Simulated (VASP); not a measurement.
Write the native input for VASP 6.6.1 that does the following.

- Task: single point
- Functional: PBEsol
- Potentials or basis: VASP PAW PBE potentials, release 64 (Mo_sv)
- Cutoff: 520 eV
- k mesh: 3 × 4 × 1
- Occupations: gaussian, width 0.1 eV
- Spin: no spin polarisation
- Dipole correction: no
- Further INCAR settings: LREAL = Auto; ALGO = Normal; EDIFF = 1e-07; NBANDS = 133

The structure of Mo lies in POSCAR:

```
Mo
1.0
    6.3000000000      0.0000000000      0.0000000000
    3.1500000000      4.4547730000      0.0000000000
    0.0000000000      0.0000000000     17.6821590000
Mo
17
Direct
   -0.2500000000      0.5000000000      0.0565542000
    0.2500000000      0.5000000000      0.0565542000
   -0.2500000000      1.0000000000      0.0565542000
    0.2500000000      1.0000000000      0.0565542000
   -0.0014778597      0.0006993640      0.1762278484
    0.5013775305     -0.0003057361      0.1762055755
    0.0013162919      0.4977418620      0.1752006648
    0.4987143261      0.5024732826      0.1752047589
   -0.2500095897      0.5002173179      0.3018412529
    0.2501433661      0.4998844917      0.3014642594
   -0.2499415180      0.9999793813      0.2982276497
    0.2500413181      1.0000798489      0.2995910355
   -0.0039502432      0.0004238339      0.4210768517
    0.5038710213     -0.0004629979      0.4210887677
    0.0031680125      0.4944118608      0.4263064997
    0.4967536750      0.5055383148      0.4262699742
    0.2495022223      0.0010856707      0.5213166340
```

The input as run:

INCAR

```
ALGO = Normal
EDIFF = 1E-7
ENCUT = 520
GGA = PS
ISIF = 2
ISMEAR = 0
LASPH = True
LCHARG = True
LELF = True
LREAL = Auto
LVHAR = True
LWAVE = False
NBANDS = 133
NELM = 100
PREC = Accurate
SIGMA = 0.1
```

KPOINTS

```
k-points
0
Gamma
  3 4 1
```

Potentials or basis: VASP PAW PBE potentials, release 64 (Mo_sv).

Run with:

```bash
$ cat potpaw_PBE.64/Mo_sv/POTCAR > POTCAR
$ mpirun -np 1 vasp_std > vasp.out
```

It gave:

The largest force is 0.282 eV/Å and the band gap on the k mesh is zero (bands 119 and 120 overlap by 1.47 eV).

Caveat: the PAW data sets were made with another functional, which shifts forces and pressure a little.

Wall time 60 min on 1 thread of Intel Xeon 8259CL (shared host), peak memory 0.77 GiB.
